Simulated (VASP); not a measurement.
# Mg4MnTl2Sn (I-42m) in VASP: single point with r2SCAN

Aim: the single point of Mg4MnTl2Sn with r2SCAN.

Everything below comes from runs of VASP 6.6.1. Logs are shortened: lines on timing, memory, paths and dates and some standing lists are left out, and cuts for length are marked.

### Step 1. The cell of the first run

The structure is tetragonal, space group I-42m (No. 121). The conventional cell has a = 7.447 Å, b = 7.447 Å, c = 6.264 Å, α = 90.00°, β = 90.00°, γ = 90.00°. Tl (site symmetry 222) has 2 Tl at 3.13 Å and 8 Mg at 3.14 to 3.16 Å and 2 Mn at 3.72 Å and 2 Sn at 3.72 Å within 4.1 Å. Within 3.3 Å of Mn (site symmetry -42m) lie 4 Mg at 2.47 Å and 2 Sn at 3.13 Å. Within 3.2 Å of Sn (site symmetry -42m) lie 4 Mg at 2.44 Å and 2 Mn at 3.13 Å. Within 3.2 Å of Mg (site symmetry m) lie 1 Sn at 2.44 Å and 1 Mn at 2.47 Å and 4 Tl at 3.14 to 3.16 Å.

### Step 2. Single point, r2SCAN

File POSCAR:

```
Mg4MnTl2Sn
1.0
   -3.7234270000      3.7234270000      3.1318850000
    3.7234270000     -3.7234270000      3.1318850000
    3.7234270000      3.7234270000     -3.1318850000
Tl Mn Sn Mg
2 1 1 4
Direct
    0.5000000000      0.0000000000      0.5000000000
    0.0000000000      0.5000000000      0.5000000000
    0.5000000000      0.5000000000      0.0000000000
    0.0000000000      0.0000000000      0.0000000000
    0.4262000000      0.4262000000      0.3588000000
    0.5738000000      0.9326000000      0.0000000000
    0.0674000000      0.0674000000      0.6412000000
    0.9326000000      0.5738000000      0.0000000000
```

File INCAR.step1:

```
PREC     = Accurate       # precision mode
ENCUT    = 520            # plane-wave cutoff, eV
ISMEAR   = -1             # smearing method
SIGMA    = 0.1            # smearing width, eV
LREAL    = False          # projectors in reciprocal space
LASPH    = True           # aspherical terms in the spheres
NELM     = 100            # most SCF steps
NBANDS   = 40             # bands
GGA      = PE             # functional
ALGO     = Normal         # electronic algorithm
EDIFF    = 1E-4           # SCF threshold, eV
LWAVE    = True           # write WAVECAR
LCHARG   = False          # write CHGCAR
```

File INCAR.step2:

```
PREC     = Accurate       # precision mode
ENCUT    = 520            # plane-wave cutoff, eV
EDIFF    = 1E-7           # SCF threshold, eV
ISMEAR   = -1             # smearing method
SIGMA    = 0.1            # smearing width, eV
LREAL    = False          # projectors in reciprocal space
LASPH    = True           # aspherical terms in the spheres
NELM     = 100            # most SCF steps
ALGO     = Normal         # electronic algorithm
ISIF     = 2              # what is computed and relaxed
LWAVE    = False          # write WAVECAR
LCHARG   = True           # write CHGCAR
METAGGA  = R2SCAN         # meta-GGA
LMIXTAU  = True         
LELF     = True           # ELF
LVHAR    = True         
NBANDS   = 40             # bands
ISTART   = 1
```

File KPOINTS:

```
regular mesh
0
Gamma
  7 7 7
```

Potentials or basis: VASP PAW PBE potentials, release 64 (Tl_d, Mn_pv, Sn_d, Mg).

Command:

```
$ cat potpaw_PBE.64/Tl_d/POTCAR potpaw_PBE.64/Mn_pv/POTCAR potpaw_PBE.64/Sn_d/POTCAR potpaw_PBE.64/Mg/POTCAR > POTCAR
$ cp INCAR.step1 INCAR
$ mpirun -np 1 vasp_std > vasp.out
$ cp INCAR.step2 INCAR
$ mpirun -np 1 vasp_std > vasp.out
```

OUTCAR:

```text
PREC = Accurate
   ENCUT = 520
   EDIFF = 1E-7
   ISMEAR = -1
   LREAL = False
   LASPH = True
   NELM = 100
   ISIF = 2
   METAGGA = R2SCAN
   ISTART = 1

 ion  position               nearest neighbor table
   1  0.500  0.000  0.500-   2 3.13   2 3.13   6 3.14   8 3.14   5 3.14   7 3.14   8 3.16   7 3.16
                             6 3.16   5 3.16   4 3.72   4 3.72
   2  0.000  0.500  0.500-   1 3.13   1 3.13   8 3.14   6 3.14   5 3.14   7 3.14   7 3.16   6 3.16
                             5 3.16   8 3.16   4 3.72   4 3.72
   3  0.500  0.500  0.000-   5 2.47   6 2.47   7 2.47   8 2.47   4 3.13   4 3.13
   4  0.000  0.000  0.000-   5 2.44   6 2.44   7 2.44   8 2.44   3 3.13   3 3.13   1 3.72   2 3.72
                             1 3.72   2 3.72
   5  0.426  0.426  0.359-   4 2.44   3 2.47   1 3.14   2 3.14   2 3.16   1 3.16   7 3.47   7 3.47

   6  0.574  0.933  0.000-   4 2.44   3 2.47   2 3.14   1 3.14   2 3.16   1 3.16   8 3.47   8 3.47

   7  0.067  0.067  0.641-   4 2.44   3 2.47   2 3.14   1 3.14   1 3.16   2 3.16   5 3.47   5 3.47

   8  0.933  0.574  0.000-   4 2.44   3 2.47   1 3.14   2 3.14   1 3.16   2 3.16   6 3.47   6 3.47

  LATTYP: Found a body centered tetragonal cell.
 ALAT       =     7.4468540000
 C/A-ratio  =     0.8411296905

  Lattice vectors:

 A1 = (  -3.7234270000,   3.7234270000,   3.1318850000)
 A2 = (   3.7234270000,  -3.7234270000,   3.1318850000)
 A3 = (   3.7234270000,   3.7234270000,  -3.1318850000)

Analysis of symmetry for initial positions (statically):
=====================================================================
 Subroutine PRICEL returns:
 Original cell was already a primitive cell.

 Routine SETGRP: Setting up the symmetry group for a
 body centered tetragonal supercell.

 Subroutine GETGRP returns: Found  8 space group operations
 (whereof  8 operations were pure point group operations)
 out of a pool of 16 trial point group operations.

The static configuration has the point symmetry D_2d.

Analysis of symmetry for dynamics (positions and initial velocities):
=====================================================================
 Subroutine PRICEL returns:
 Original cell was already a primitive cell.

 Routine SETGRP: Setting up the symmetry group for a
 body centered tetragonal supercell.

 Subroutine GETGRP returns: Found  8 space group operations
 (whereof  8 operations were pure point group operations)
 out of a pool of 16 trial point group operations.

The dynamic configuration has the point symmetry D_2d.

 Subroutine INISYM returns: Found  8 space group operations
 (whereof  8 operations are pure point group operations),
 and found     1 'primitive' translations

----------------------------------------------------------------------------------------

                                     Primitive cell

  volume of cell :     173.6807

  direct lattice vectors                    reciprocal lattice vectors
    -3.723427000  3.723427000  3.131885000     0.000000000  0.134284894  0.159648263
     3.723427000 -3.723427000  3.131885000     0.134284894  0.000000000  0.159648263
     3.723427000  3.723427000 -3.131885000     0.134284894  0.134284894  0.000000000

  length of vectors
     6.126705550  6.126705550  6.126705550     0.208614478  0.208614478  0.189907518

  position of ions in fractional coordinates (direct lattice)
     0.500000000  0.000000000  0.500000000
     0.000000000  0.500000000  0.500000000
     0.500000000  0.500000000  0.000000000
     0.000000000  0.000000000  0.000000000
     0.426200000  0.426200000  0.358800000
     0.573800000  0.932600000  0.000000000
     0.067400000  0.067400000  0.641200000
     0.932600000  0.573800000  0.000000000

  ion indices of the primitive-cell ions
   primitive index   ion index
                 1           1
                 2           2
                 3           3
                 4           4
                 5           5
                 6           6
                 7           7
                 8           8

----------------------------------------------------------------------------------------

 KPOINTS: regular mesh

Automatic generation of k-mesh.
 Grid dimensions read from file:
 generate k-points for:    7    7    7

 Generating k-lattice:

  Cartesian coordinates                     Fractional coordinates (reciprocal lattice)
     0.000000000  0.019183556  0.022806895     0.142857143  0.000000000  0.000000000
     0.019183556  0.000000000  0.022806895     0.000000000  0.142857143  0.000000000
     0.019183556  0.019183556  0.000000000     0.000000000  0.000000000  0.142857143

  Length of vectors
     0.029802068  0.029802068  0.027129645

  Shift w.r.t. Gamma in fractional coordinates (k-lattice)
     0.000000000  0.000000000  0.000000000

 Subroutine IBZKPT returns following result:
 ===========================================

 Found     40 irreducible k-points:

 Following reciprocal coordinates:
            Coordinates               Weight
  0.000000  0.000000  0.000000      1.000000
  0.142857 -0.000000  0.000000      8.000000
  0.285714 -0.000000  0.000000      8.000000
  0.428571 -0.000000  0.000000      8.000000
  0.142857  0.142857  0.000000      8.000000
  0.285714  0.142857  0.000000     16.000000
[... 16 lines left out ...]
 -0.142857  0.285714  0.142857      8.000000
 -0.428571  0.428571  0.142857      8.000000
 [... further k-points ...]
   k-points           NKPTS =     40   k-points in BZ     NKDIM =     40   number of bands    NBANDS=     40
   number of dos      NEDOS =    301   number of ions     NIONS =      8
   total plane-waves  NPLWV = 110592
   dimension x,y,z NGX =    48 NGY =   48 NGZ =   48
   dimension x,y,z NGXF=    96 NGYF=   96 NGZF=   96
   ions per type =               2   1   1   4
   NGX,Y,Z   is equivalent  to a cutoff of  13.02, 13.02, 13.02 a.u.
   NGXF,Y,Z  is equivalent  to a cutoff of  26.05, 26.05, 26.05 a.u.
 SYSTEM =  unknown system
   PREC   = accura    normal or accurate (medium, high low for compatibility)
   ISTART =      1    job   : 0-new  1-cont  2-samecut
   ICHARG =      0    charge: 1-file 2-atom 10-const
   ISPIN  =      1    spin polarized calculation?
   LNONCOLLINEAR =      F non collinear calculations
   LSORBIT =      F    spin-orbit coupling
   LASPH  =      T    aspherical Exc in radial PAW
   ENCUT  =  520.0 eV  38.22 Ry    6.18 a.u.  11.39 11.39 11.39*2*pi/ulx,y,z
   NELM   =    100;   NELMIN=  2; NELMDL=  0     # of ELM steps
   EDIFF  = 0.1E-06   stopping-criterion for ELM
   LREAL  =      F    real-space projection
   EDIFFG = 0.1E-05   stopping-criterion for IOM
   NSW    =      0    number of steps for IOM
   IBRION =     -1    ionic relax: 0-MD 1-quasi-New 2-CG
   NFREE  =      0    steps in history (QN), initial steepest desc. (CG)
   ISIF   =      2    stress and relaxation
   ISYM   =      2    0-nonsym 1-usesym 2-fastsym
   POTIM  = 0.5000    time-step for ionic-motion
   TEBEG  =    0.0;   TEEND  =   0.0 temperature during run
   PSTRESS=    0.0 pullay stress
   NELECT =      61.0000    total number of electrons
   NUPDOWN=      -1.0000    fix difference up-down
   EMIN   =  10.00;   EMAX   =-10.00  energy-range for DOS
   EFERMI =   0.00;   METHOD = LEGACY
   ISMEAR =    -1;   SIGMA  =   0.10  broadening in eV -4-tet -1-fermi 0-gaus
   EFERMI_NEDOS =   21; number of points for ismear=-14 and -15
   IALGO  =     38    algorithm
   IMIX   =      4    mixing-type and parameters
     AMIX     =   0.40;   BMIX     =  1.00
     AMIX_MAG =   1.60;   BMIX_MAG =  1.00
  volume/ion in A,a.u.               =      21.71       146.51
  Fermi-wavevector in a.u.,A,eV,Ry     =   1.155050  2.182729 18.152097  1.334142
  Thomas-Fermi vector in A             =   2.291682
   LORBIT       =      0    0 simple, 1 ext, 2 COOP (PROOUT), +10 PAW based schemes
   METAGGA = R2SCAN    functional components
   LHFCALC =     F    Hartree Fock is set to
   AEXX    =    0.0000 exact exchange contribution
   IVDW    =     0    specifies the selected vdW correction
   LEPSILON=     F    determine dielectric tensor
   LRPA    =     F    only Hartree local field effects (RPA)
 non-spin polarized calculation
  energy-cutoff  :      520.00
  volume of cell :      173.68
 maximum number of plane-waves:      4697
 NGX is ok and might be reduce to    48
   NGX = 23   NGY = 23   NGZ = 23

 number of electron      61.0000005 magnetization

 Free energy of the ion-electron system (eV)
  ---------------------------------------------------
  ext. energy  EPLUGINS =         0.00000000
  ---------------------------------------------------
  free energy    TOTEN  =      -156.40819419 eV

  energy without entropy =     -156.22476133  energy(sigma->0) =     -156.31647776

 E-fermi :   5.6080     XC(G=0): -10.6112

 val. band max:        5.6034531404   @ k =  -0.1429   0.1429   0.1429
 cond. band min:       5.6183962357   @ k =  -0.1429   0.4286   0.1429
 fundamental gap:      0.0149430953
 Fermi energy:         5.6079787796

 k-point     1 :       0.0000    0.0000    0.0000
  band No.  band energies     occupation
      1     -43.3265      2.00000
      2     -43.3265      2.00000
      3     -43.3088      2.00000
      4     -16.5949      2.00000
      5     -16.5898      2.00000
      6     -16.5898      2.00000
[... 32 lines left out ...]
     39       9.5241      0.00000
     40      10.7088      0.00000

 k-point     2 :       0.1429   -0.0000    0.0000
  band No.  band energies     occupation
      1     -43.3265      2.00000
      2     -43.3265      2.00000
      3     -43.3088      2.00000
      4     -16.5948      2.00000
      5     -16.5897      2.00000
      6     -16.5897      2.00000
[... 32 lines left out ...]
     39       9.9300      0.00000
     40      11.1125      0.00000

 k-point     3 :       0.2857   -0.0000    0.0000
  band No.  band energies     occupation
      1     -43.3265      2.00000
      2     -43.3265      2.00000
      3     -43.3088      2.00000
      4     -16.5946      2.00000
      5     -16.5895      2.00000
      6     -16.5895      2.00000
[... 853 lines left out ...]
  band No.  band energies     occupation
      1     -43.3265      2.00000
      2     -43.3265      2.00000
      3     -43.3088      2.00000
      4     -16.5945      2.00000
      5     -16.5895      2.00000
      6     -16.5895      2.00000
[... 32 lines left out ...]
     39       9.6743      0.00000
     40      10.4334      0.00000

 k-point    24 :      -0.4286    0.4286    0.1429
  band No.  band energies     occupation
      1     -43.3265      2.00000
      2     -43.3265      2.00000
      3     -43.3088      2.00000
      4     -16.5943      2.00000
      5     -16.5897      2.00000
      6     -16.5892      2.00000
[... 32 lines left out ...]
     39       9.7209      0.00000
     40       9.9581      0.00000

 [... further k-points ...]
[... 5 lines left out ...]
  --------------------------------------------------------------------------------------
  -------------------------------------------------------------------------------------
  Total        6.7628458      6.7628458     10.1495894      0.0000000      0.0000000      0.0000000
  in kB       62.3862069     62.3862069     93.6283929      0.0000000      0.0000000      0.0000000
  external PRESSURE =      72.8002689 kB  Pullay stress =       0.0000000 kB

 VOLUME and BASIS-vectors are now :
 -----------------------------------------------------------------------------
  energy-cutoff  :      520.00
  volume of cell :      173.68
      direct lattice vectors                 reciprocal lattice vectors
    -3.723427000  3.723427000  3.131885000     0.000000000  0.134284894  0.159648263
     3.723427000 -3.723427000  3.131885000     0.134284894  0.000000000  0.159648263
     3.723427000  3.723427000 -3.131885000     0.134284894  0.134284894  0.000000000

 POSITION                                       TOTAL-FORCE (eV/Angst)
 -----------------------------------------------------------------------------------
      0.00000      3.72343      0.00000        -0.000000      0.000000      0.000000
      3.72343      0.00000      0.00000         0.000000      0.000000      0.000000
      0.00000      0.00000      3.13189         0.000000      0.000000      0.000000
      0.00000      0.00000      0.00000         0.000000      0.000000      0.000000
      1.33597      1.33597      1.54590         2.228247      2.228247      1.117478
      1.33597     -1.33597      4.71787         2.228247     -2.228247     -1.117478
      2.38746      2.38746     -1.58599        -2.228247     -2.228247      1.117478
     -1.33597      1.33597      4.71787        -2.228247      2.228247     -1.117478
 -----------------------------------------------------------------------------------
    total drift:                                0.000039      0.000039      0.000003

  FREE ENERGIE OF THE ION-ELECTRON SYSTEM (eV)
  ---------------------------------------------------
  free  energy   TOTEN  =      -156.4081941872 eV

  energy  without entropy=     -156.2247613258  energy(sigma->0) =     -156.31647776
```

Wall time 16 min (1 thread of Intel Xeon Platinum 8488C (Sapphire Rapids), shared host); peak memory 0.58 GiB.

What came out:

| Quantity | Value |
| --- | --- |
| Free energy | -156.4082 eV |
| Pressure | 7.3 GPa |
| Largest force | 3.343 eV/Å |
| Band gap on the k mesh | zero (an odd number of electrons rules out a gap without spin polarisation) |

Forces on the atoms (eV/Å):
```
Tl   0.000  0.000  0.000
Tl   0.000  0.000  0.000
Mn   0.000  0.000  0.000
Sn   0.000  0.000  0.000
Mg   2.228  2.228  1.117
Mg   2.228 -2.228 -1.117
Mg  -2.228 -2.228  1.117
Mg  -2.228  2.228 -1.117
```

Caveat: the cell stands under pressure; the PAW data sets were made with another functional, which shifts forces and pressure a little; spin-orbit coupling is left out, which moves the levels of the heavy elements; the run has no spin polarisation, though such a crystal can be magnetic.
